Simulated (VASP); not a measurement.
# Cd (R-3m) in VASP: further runs

Cd is run at these levels: PBE; tasks: single point.

Program: VASP 6.6.1. These are calculated values, not measurements. Logs are shortened: lines on timing, memory, paths and dates and some standing lists are left out, and cuts for length are marked.

## 1. The cell of the first run

The structure is trigonal, space group R-3m (No. 166). The conventional cell has a = 3.107 Å, b = 3.107 Å, c = 7.541 Å, α = 90.00°, β = 90.00°, γ = 120.00°. Cd (site symmetry -3m) has 12 Cd at 3.09 to 3.11 Å within 4.1 Å.

This isn't the form of Cd at room conditions, which is hcp.

## 2. Single point, PBE (strained)

File INCAR:

```
SYSTEM = Cd
ALGO     = Fast           ! electronic algorithm
EDIFF    = 1E-6           ! SCF threshold, eV
ENCUT    = 520            ! plane-wave cutoff, eV
GGA      = PE             ! functional
ISIF     = 2              ! what is computed and relaxed
ISMEAR   = 0              ! smearing method
LASPH    = .True.         ! aspherical terms in the spheres
LCHARG   = .False.        ! write CHGCAR
LREAL    = .False.        ! projectors in reciprocal space
LWAVE    = .False.        ! write WAVECAR
NBANDS   = 12             ! bands
NELM     = 100            ! most SCF steps
PREC     = Accurate       ! precision mode
SIGMA    = 0.1            ! smearing width, eV
```

File KPOINTS:

```
k-points
0
Gamma
  18 18 18
  0 0 0
```

File POSCAR:

```
Cd
1.0
    1.5537420873      0.8970534124      2.5135567116
   -1.5537420873      0.8970534124      2.5135567116
    0.0000000000     -1.7941068248      2.5135567116
Cd
1
Direct
    0.0000000000      0.0000000000      0.0000000000
```

Potentials or basis: VASP PAW PBE potentials, release 64 (Cd).

The run is started by

```bash
cat potpaw_PBE.64/Cd/POTCAR > POTCAR
mpirun -np 1 vasp_std > vasp.out
```

OUTCAR:

```text
SYSTEM = Cd
   EDIFF = 1E-6
   ENCUT = 520
   GGA = PE
   ISIF = 2
   ISMEAR = 0
   LASPH = .True.
   LREAL = .False.
   NELM = 100
   PREC = Accurate

 ion  position               nearest neighbor table
   1  0.000  0.000  0.000-

  LATTYP: Found a trigonal (rhomboedric) cell.
 ALAT       =     3.0881688168
 COS(alpha) =     0.4937258083

  Lattice vectors:

 A1 = (   1.5537420873,   0.8970534124,   2.5135567116)
 A2 = (  -1.5537420873,   0.8970534124,   2.5135567116)
 A3 = (   0.0000000000,  -1.7941068248,   2.5135567116)

Analysis of symmetry for initial positions (statically):
=====================================================================
 Subroutine PRICEL returns:
 Original cell was already a primitive cell.

 Routine SETGRP: Setting up the symmetry group for a
 trigonal (rhombohedral) supercell.

 Subroutine GETGRP returns: Found 12 space group operations
 (whereof 12 operations were pure point group operations)
 out of a pool of 12 trial point group operations.

The static configuration has the point symmetry D_3d.

Analysis of symmetry for dynamics (positions and initial velocities):
=====================================================================
 Subroutine PRICEL returns:
 Original cell was already a primitive cell.

 Routine SETGRP: Setting up the symmetry group for a
 trigonal (rhombohedral) supercell.

 Subroutine GETGRP returns: Found 12 space group operations
 (whereof 12 operations were pure point group operations)
 out of a pool of 12 trial point group operations.

The dynamic configuration has the point symmetry D_3d.

 Subroutine INISYM returns: Found 12 space group operations
 (whereof 12 operations are pure point group operations),
 and found     1 'primitive' translations

----------------------------------------------------------------------------------------

                                     Primitive cell

  volume of cell :      21.0202

  direct lattice vectors                    reciprocal lattice vectors
     1.553742087  0.897053412  2.513556712     0.321803731  0.185793470  0.132614208
    -1.553742087  0.897053412  2.513556712    -0.321803731  0.185793470  0.132614208
     0.000000000 -1.794106825  2.513556712     0.000000000 -0.371586941  0.132614208

  length of vectors
     3.088168817  3.088168817  3.088168817     0.394541991  0.394541991  0.394541991

  position of ions in fractional coordinates (direct lattice)
     0.000000000  0.000000000  0.000000000

  ion indices of the primitive-cell ions
   primitive index   ion index
                 1           1

----------------------------------------------------------------------------------------

 KPOINTS: k-points

Automatic generation of k-mesh.
 Grid dimensions read from file:
 generate k-points for:   18   18   18

 Generating k-lattice:

  Cartesian coordinates                     Fractional coordinates (reciprocal lattice)
     0.017877985  0.010321859  0.007367456     0.055555556 -0.000000000  0.000000000
    -0.017877985  0.010321859  0.007367456    -0.000000000  0.055555556  0.000000000
     0.000000000 -0.020643719  0.007367456     0.000000000  0.000000000  0.055555556

  Length of vectors
     0.021919000  0.021919000  0.021919000

  Shift w.r.t. Gamma in fractional coordinates (k-lattice)
     0.000000000  0.000000000  0.000000000

 Subroutine IBZKPT returns following result:
 ===========================================

 Found    580 irreducible k-points:

 Following reciprocal coordinates:
            Coordinates               Weight
  0.000000  0.000000  0.000000      1.000000
  0.055556  0.000000 -0.000000      6.000000
  0.111111  0.000000 -0.000000      6.000000
  0.166667  0.000000 -0.000000      6.000000
  0.222222  0.000000 -0.000000      6.000000
  0.277778  0.000000  0.000000      6.000000
[... 16 lines left out ...]
 -0.277778  0.055556 -0.000000     12.000000
 -0.222222  0.055556  0.000000     12.000000
 [... further k-points ...]
   k-points           NKPTS =    580   k-points in BZ     NKDIM =    580   number of bands    NBANDS=     12
   number of dos      NEDOS =    301   number of ions     NIONS =      1
   total plane-waves  NPLWV =  13824
   dimension x,y,z NGX =    24 NGY =   24 NGZ =   24
   dimension x,y,z NGXF=    48 NGYF=   48 NGZF=   48
   ions per type =               1
   NGX,Y,Z   is equivalent  to a cutoff of  12.92, 12.92, 12.92 a.u.
   NGXF,Y,Z  is equivalent  to a cutoff of  25.84, 25.84, 25.84 a.u.
 SYSTEM =  Cd
   PREC   = accura    normal or accurate (medium, high low for compatibility)
   ISTART =      0    job   : 0-new  1-cont  2-samecut
   ICHARG =      2    charge: 1-file 2-atom 10-const
   ISPIN  =      1    spin polarized calculation?
   LNONCOLLINEAR =      F non collinear calculations
   LSORBIT =      F    spin-orbit coupling
   LASPH  =      T    aspherical Exc in radial PAW
   ENCUT  =  520.0 eV  38.22 Ry    6.18 a.u.   5.74  5.74  5.74*2*pi/ulx,y,z
   NELM   =    100;   NELMIN=  2; NELMDL= -5     # of ELM steps
   EDIFF  = 0.1E-05   stopping-criterion for ELM
   LREAL  =      F    real-space projection
   EDIFFG = 0.1E-04   stopping-criterion for IOM
   NSW    =      0    number of steps for IOM
   IBRION =     -1    ionic relax: 0-MD 1-quasi-New 2-CG
   NFREE  =      0    steps in history (QN), initial steepest desc. (CG)
   ISIF   =      2    stress and relaxation
   ISYM   =      2    0-nonsym 1-usesym 2-fastsym
   POTIM  = 0.5000    time-step for ionic-motion
   TEBEG  =    0.0;   TEEND  =   0.0 temperature during run
   PSTRESS=    0.0 pullay stress
   NELECT =      12.0000    total number of electrons
   NUPDOWN=      -1.0000    fix difference up-down
   EMIN   =  10.00;   EMAX   =-10.00  energy-range for DOS
   EFERMI =   0.00;   METHOD = LEGACY
   ISMEAR =     0;   SIGMA  =   0.10  broadening in eV -4-tet -1-fermi 0-gaus
   EFERMI_NEDOS =   21; number of points for ismear=-14 and -15
   IALGO  =     68    algorithm
   IMIX   =      4    mixing-type and parameters
     AMIX     =   0.40;   BMIX     =  1.00
     AMIX_MAG =   1.60;   BMIX_MAG =  1.00
  volume/ion in A,a.u.               =      21.02       141.85
  Fermi-wavevector in a.u.,A,eV,Ry     =   1.358072  2.566384 25.094042  1.844360
  Thomas-Fermi vector in A             =   2.484937
   LORBIT       =      0    0 simple, 1 ext, 2 COOP (PROOUT), +10 PAW based schemes
   GGA     = PE    functional components
   LHFCALC =     F    Hartree Fock is set to
   AEXX    =    0.0000 exact exchange contribution
   IVDW    =     0    specifies the selected vdW correction
   LEPSILON=     F    determine dielectric tensor
   LRPA    =     F    only Hartree local field effects (RPA)
 non-spin polarized calculation
 RMM-DIIS sequential band-by-band and
 Gauss-broadening in eV      SIGMA  =   0.10
  energy-cutoff  :      520.00
  volume of cell :       21.02
 maximum number of plane-waves:       582
   NGX = 11   NGY = 11   NGZ = 11

 number of electron      12.0000006 magnetization

 Free energy of the ion-electron system (eV)
  ---------------------------------------------------
  ext. energy  EPLUGINS =         0.00000000
  ---------------------------------------------------
  free energy    TOTEN  =        -0.71456374 eV

  energy without entropy =       -0.71286387  energy(sigma->0) =       -0.71371380

 E-fermi :   3.0738     XC(G=0): -11.1878

 val. band max:        3.0676780997   @ k =  -0.3889  -0.4444   0.1667
 cond. band min:       3.0944135246   @ k =   0.4444   0.4444   0.4444
 fundamental gap:      0.0267354249
 Fermi energy:         3.0738474019

 k-point     1 :       0.0000    0.0000    0.0000
  band No.  band energies     occupation
      1      -6.1389      2.00000
      2      -6.1389      2.00000
      3      -6.1086      2.00000
      4      -5.9555      2.00000
      5      -5.6358      2.00000
      6      -5.6358      2.00000
      7      17.1329      0.00000
      8      18.3389      0.00000
      9      18.3389      0.00000
     10      18.6855      0.00000
     11      21.7933      0.00000
     12      21.8021      0.00000

 k-point     2 :       0.0556    0.0000   -0.0000
  band No.  band energies     occupation
      1      -6.1485      2.00000
      2      -6.1256      2.00000
      3      -6.0964      2.00000
      4      -5.8701      2.00000
      5      -5.6392      2.00000
      6      -5.6391      2.00000
      7      16.6997      0.00000
      8      17.6335      0.00000
      9      18.2153      0.00000
     10      18.5303      0.00000
     11      22.0074      0.00000
     12      22.1604      0.00000

 k-point     3 :       0.1111    0.0000   -0.0000
  band No.  band energies     occupation
      1      -6.1935      2.00000
      2      -6.0914      2.00000
      3      -6.0600      2.00000
      4      -5.6446      2.00000
      5      -5.6441      2.00000
      6      -5.6014      2.00000
      7      14.8384      0.00000
      8      17.4418      0.00000
      9      17.9141      0.00000
     10      18.2093      0.00000
     11      22.1373      0.00000
     12      22.5360      0.00000
[... 286 lines left out ...]
 k-point    23 :      -0.2778    0.0556   -0.0000
  band No.  band energies     occupation
      1      -6.4647      2.00000
      2      -6.0603      2.00000
      3      -6.0096      2.00000
      4      -5.5359      2.00000
      5      -5.4653      2.00000
      6      -3.3115      2.00000
      7       7.8567      0.00000
      8      14.8561      0.00000
      9      17.3862      0.00000
     10      17.7892      0.00000
     11      20.4806      0.00000
     12      20.8451      0.00000

 k-point    24 :      -0.2222    0.0556    0.0000
  band No.  band energies     occupation
      1      -6.3716      2.00000
      2      -6.0404      2.00000
      3      -5.9881      2.00000
      4      -5.6311      2.00000
      5      -5.5520      2.00000
      6      -4.1698      2.00000
      7       9.8994      0.00000
      8      15.0847      0.00000
      9      17.8461      0.00000
     10      18.3910      0.00000
     11      20.7735      0.00000
     12      21.0477      0.00000

 [... further k-points ...]

------------------------ aborting loop because EDIFF is reached ----------------------------------------

  FORCE on cell =-STRESS in cart. coord.  units (eV):
  Direction    XX          YY          ZZ          XY          YZ          ZX
  --------------------------------------------------------------------------------------
  -------------------------------------------------------------------------------------
  Total        0.6197204      0.6197204      0.6641540      0.0000000      0.0000000      0.0000000
  in kB       47.2355767     47.2355767     50.6223393      0.0000000      0.0000000      0.0000000
  external PRESSURE =      48.3644975 kB  Pullay stress =       0.0000000 kB

 VOLUME and BASIS-vectors are now :
 -----------------------------------------------------------------------------
  energy-cutoff  :      520.00
  volume of cell :       21.02
      direct lattice vectors                 reciprocal lattice vectors
     1.553742087  0.897053412  2.513556712     0.321803731  0.185793470  0.132614208
    -1.553742087  0.897053412  2.513556712    -0.321803731  0.185793470  0.132614208
     0.000000000 -1.794106825  2.513556712     0.000000000 -0.371586941  0.132614208

 POSITION                                       TOTAL-FORCE (eV/Angst)
 -----------------------------------------------------------------------------------
      0.00000      0.00000      0.00000        -0.000000      0.000000      0.000000
 -----------------------------------------------------------------------------------
    total drift:                                0.000000      0.000000     -0.000000

  FREE ENERGIE OF THE ION-ELECTRON SYSTEM (eV)
  ---------------------------------------------------
  free  energy   TOTEN  =        -0.7145637437 eV

  energy  without entropy=       -0.7128638654  energy(sigma->0) =       -0.71371380
```

Run time: 98 s. Hardware: 1 thread of Oxide Virtual Turin-like, shared host; peak memory 0.21 GiB.

What came out:

| Property | Result |
| --- | --- |
| Free energy | -0.7146 eV |
| Pressure | 4.8 GPa |
| Band gap on the k mesh | zero (bands 6 and 7 overlap by 2.84 eV) |

Stress tensor (GPa, compression positive):
```
4.72 0.00 0.00
0.00 4.72 0.00
0.00 0.00 5.06
```

Levels at points of the mesh, in eV from the Fermi level:
```
           k point  band 3  band 4  band 5  band 6  band 7  band 8  band 9  band 10
(0.00, 0.00, 0.00)   -9.18   -9.03   -8.71   -8.71   14.06   15.27   15.27    15.61
(0.50, 0.00, 0.00)   -9.18   -8.32   -8.30   -2.45   -1.26   12.93   13.00    13.24
(0.50, 0.50, 0.00)   -8.33   -8.20   -8.20   -0.86    1.57    6.86    7.07    11.30
(0.50, 0.50, 0.50)   -9.20   -8.30   -8.30   -2.38   -1.10   12.79   12.79    13.08
```

Caveat: the cell differs from its parent crystal (strained); the cell stands under pressure.

## 3. Single point, PBE (strained)

File INCAR:

```
PREC = Accurate ; ENCUT = 520
EDIFF = 1E-6 ; ISMEAR = 0
SIGMA = 0.1 ; LREAL = False
LASPH = True ; NELM = 80
ALGO = Fast ; ISIF = 2
LWAVE = False ; LCHARG = True
GGA = PE ; LELF = True
LVHAR = True ; NBANDS = 12
```

File KPOINTS:

```
regular mesh
0
Gamma
  18 18 18
```

File POSCAR:

```
Cd
1.0
    1.5801459260      0.9122976758      2.4435560775
   -1.5801459260      0.9122976758      2.4435560775
    0.0000000000     -1.8245953515      2.4435560775
Cd
1
Direct
    0.0000000000      0.0000000000      0.0000000000
```

Potentials or basis: VASP PAW PBE potentials, release 64 (Cd).

The run is started by

```bash
cat potpaw_PBE.64/Cd/POTCAR > POTCAR
mpirun -np 1 vasp_std > vasp.out
```

Wall time 2.3 min (1 thread of Oxide Virtual Turin-like, shared host); peak memory 0.21 GiB.

The run converged. Its results:

* Free energy: -0.7181 eV
* Pressure: 4.5 GPa
* Band gap on the k mesh: zero (bands 6 and 7 overlap by 3.26 eV)

Stress tensor (GPa, compression positive):
```
4.48 0.00 0.00
0.00 4.48 0.00
0.00 0.00 4.68
```

Levels at points of the mesh, in eV from the Fermi level:
| k point | band 2 | band 3 | band 4 | band 5 | band 6 | band 7 | band 8 | band 9 | band 10 | band 11 |
| --- | --- | --- | --- | --- | --- | --- | --- | --- | --- | --- |
| (0.00, 0.00, 0.00) | -9.27 | -9.11 | -8.96 | -8.69 | -8.69 | 13.79 | 14.70 | 14.70 | 16.92 | 18.24 |
| (0.50, 0.00, 0.00) | -9.30 | -9.07 | -8.38 | -8.27 | -2.51 | -1.45 | 12.85 | 12.86 | 14.02 | 16.69 |
| (0.50, 0.50, 0.00) | -9.80 | -8.35 | -8.21 | -8.18 | -0.84 | 1.57 | 6.36 | 7.58 | 10.79 | 12.01 |
| (0.50, 0.50, 0.50) | -9.21 | -9.21 | -8.26 | -8.26 | -2.10 | -0.53 | 12.06 | 12.06 | 12.66 | 16.11 |

Caveat: the cell differs from its parent crystal (strained); the cell stands under pressure.

## 4. Single point, PBE (strained)

File INCAR:

```
PREC     = Accurate       # precision mode
ENCUT    = 520            # plane-wave cutoff, eV
EDIFF    = 1E-6           # SCF threshold, eV
ISMEAR   = 0              # smearing method
SIGMA    = 0.1            # smearing width, eV
LREAL    = False          # projectors in reciprocal space
LASPH    = True           # aspherical terms in the spheres
NELM     = 100            # most SCF steps
ALGO     = Fast           # electronic algorithm
ISIF     = 2              # what is computed and relaxed
LWAVE    = False          # write WAVECAR
LCHARG   = True           # write CHGCAR
GGA      = PE             # functional
LELF     = True           # ELF
LVHAR    = True         
NBANDS   = 12             # bands
```

File KPOINTS:

```
Automatic mesh
0
Gamma
  18 18 18
```

File POSCAR:

```
Cd
1.0
    1.5987829839      0.9230577861      2.6556398743
   -1.5987829839      0.9230577861      2.6556398743
    0.0000000000     -1.8461155723      2.6556398743
Cd
1
Direct
    0.0000000000      0.0000000000      0.0000000000
```

The run is started by

```bash
cat potpaw_PBE.64/Cd/POTCAR > POTCAR
mpirun -np 1 vasp_std > vasp.out
```

Run time: 1.8 min. Hardware: 1 thread of Oxide Virtual Turin-like, shared host; peak memory 0.23 GiB.

It converged, with:

| Quantity | Value |
| --- | --- |
| Free energy | -0.7391 eV |
| Pressure | -0.9 GPa |
| Band gap on the k mesh | zero (bands 6 and 7 overlap by 3.12 eV) |

Stress tensor (GPa, compression positive):
```
-0.80  0.00  0.00
 0.00 -0.80  0.00
 0.00  0.00 -1.04
```

Levels at points of the mesh, in eV from the Fermi level:
```tsv
k point	band 4	band 5	band 6	band 7	band 8	band 9
(0.00, 0.00, 0.00)	-8.51	-8.51	-8.20	13.51	14.08	14.45
(0.50, 0.00, 0.00)	-8.21	-8.17	-1.95	-1.31	11.74	11.95
(0.50, 0.50, 0.00)	-8.11	-8.11	-0.56	1.17	6.42	6.77
(0.50, 0.50, 0.50)	-8.20	-8.20	-2.06	-1.57	12.18	12.18
```

Caveat: the cell differs from its parent crystal (strained).

## 5. Summary

| cell | gap on the mesh (eV) | pressure (GPa) |
| --- | --- | --- |
| a = 3.088 Å, angles 60.4°, 1 atom | none | 4.8 |
| a = 3.050 Å, angles 62.4°, 1 atom | none | 4.5 |
| a = 3.234 Å, angles 59.3°, 1 atom | none | -0.9 |

Alike in all rows: task single point; level PBE; potentials or basis VASP PAW PBE potentials, release 64 (Cd); no spin polarisation; k mesh 18 × 18 × 18; cutoff (eV) 520; smearing gaussian 0.1 eV.

Caveats: the cell stands under pressure (at least some runs).

Absolute energies hang on the potentials; compare differences alone.

The gap in the log of VASP goes by the Fermi energy; the results here count the filled bands.